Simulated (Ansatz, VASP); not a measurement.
Ir: VASP beside Ansatz

INCAR

```
SYSTEM = Ir
PREC = Accurate
ENCUT = 520
EDIFF = 1E-6
ISMEAR = 0
SIGMA = 0.15
LREAL = .False.
LASPH = .True.
NELM = 100
ALGO = Normal
ISIF = 2
LWAVE = .False.
LCHARG = .False.
GGA = PE
NBANDS = 10
```

KPOINTS

```
Automatic mesh
0
Gamma
  22 22 22
  0 0 0
```

File POSCAR:

```
Ir
1.0
    0.0000000000      1.9676925000      1.8717075000
    1.9676925000      0.0000000000      1.8717075000
    1.9676925000      1.9676925000      0.0000000000
Ir
1
Direct
    0.0000000000      0.0000000000      0.0000000000
```

Input for Ansatz:

```yaml
crystal:
  lattice:
    - [0.0, 1.9676925, 1.8717075]
    - [1.9676925, 0.0, 1.8717075]
    - [1.9676925, 1.9676925, 0.0]
  atoms:
    - { symbol: Ir, position: [0.0, 0.0, 0.0] }
basis:
  ecutwfc: 420
kpoints:
  mp_grid: { grid: [22, 22, 22] }
hamiltonian:
  xc: pbe
scf:
  occupations: { method: gaussian, width: 0.15 }
output:
  forces: true
  stress: true
  eigenvalues: true
```

Change from the starting cell: strain +0.025 along x and y, -0.025 along z, atoms carried along.

Alike in both runs: task single point; functional PBE; k mesh 22 × 22 × 22; occupations gaussian, width 0.15 eV; no spin polarisation.

|  | VASP | Ansatz |
| --- | --- | --- |
| version | VASP 6.6.1 | Ansatz 0.2.0 |
| potentials or method | VASP PAW PBE potentials, release 64 (Ir), cutoff 520 eV | scalar-relativistic, plane waves, PAW |
| valence electrons in the cell | 9 | 17 |

Ansatz gave:

* gap on the k mesh at the Fermi level (eV): none
* pressure (GPa): 0.7
* traceless stress, the component that is largest in VASP (GPa): 11.30

Q: Which values does VASP return?

A: gap on the k mesh at the Fermi level (eV): none; pressure (GPa): 1.2; traceless stress, the component that is largest in VASP (GPa): 11.23.

A gap of «none» marks a metal or a gap that the smearing closes. VASP's potentials hold 9 valence electrons a cell and Ansatz's 17, so a difference there can come from the potentials and not from the codes.

Spin-orbit coupling is off throughout.
